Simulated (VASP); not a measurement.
Runs of VASP 6.6.1 on Os. The structure is that of space group I4/mmm (No. 139), or close to it. The cells are those of the table. 

```csv
cell,further INCAR settings,gap on the mesh (eV),pressure (GPa)
"a = 2.680, b = 2.680, c = 2.988 Å, angles 56.1, 56.1, 67.8°, 1 atom",ALGO = Fast; EDIFF = 1e-06; NBANDS = 10,none,-11.0
"a = 2.859, b = 2.859, c = 2.588 Å, angles 63.1, 63.1, 53.8°, 1 atom",ALGO = Fast; EDIFF = 1e-06; NBANDS = 10,none,-12.4
"a = 3.063, b = 3.063, c = 2.403 Å, angles 66.9, 66.9, 46.2°, 1 atom",ALGO = Fast; EDIFF = 1e-06; NBANDS = 10,none,(c)
"a = 2.717, b = 2.717, c = 2.828 Å, angles 58.6, 58.6, 62.7°, 1 atom",ALGO = Fast; EDIFF = 1e-06; NBANDS = 10,none,-18.9
"a = 2.695, b = 2.695, c = 2.904 Å, angles 57.4, 57.4, 65.2°, 1 atom",ALGO = Fast; EDIFF = 1e-06; NBANDS = 10,none,-15.6
"a = 2.678, b = 2.678, c = 3.175 Å, angles 53.6, 53.6, 72.7°, 1 atom",ALGO = Fast; EDIFF = 1e-06; NBANDS = 10,none,-9.0
"a = 3.001, b = 3.001, c = 2.451 Å, angles 65.9, 65.9, 48.2°, 1 atom",ALGO = Fast; EDIFF = 1e-07; NBANDS = 10,none,(b)
"a = 2.801, b = 2.801, c = 2.665 Å, angles 61.6, 61.6, 56.8°, 1 atom",ALGO = Fast; EDIFF = 1e-06; NBANDS = 10,none,(a)
```

Alike in all rows: task single point; level PBEsol; potentials or basis VASP PAW PBE potentials, release 64 (Os); no spin polarisation; k mesh 24 × 24 × 24; cutoff (eV) 520; smearing gaussian 0.15 eV.

Problem. Fill in the values left out.

Solution. (a) -18.2; (b) 11.3; (c) 23.9.

Caveats: the PAW data sets were made with another functional, which shifts forces and pressure a little; spin-orbit coupling is left out, which moves the levels of the heavy elements; the stress differs along the axes, from -29 to 25 GPa (at least some runs); the stress differs along the axes, from -56 to 10 GPa (at least some runs); the stress differs along the axes, from -45 to 58 GPa (at least some runs); the stress differs along the axes, from -28 to -0 GPa (at least some runs); the stress differs along the axes, from -33 to 19 GPa (at least some runs).

A k mesh can miss the band edges, and the runs leave out spin-orbit coupling on Os.

A gap of «none» marks levels without a gap at the run's occupations.
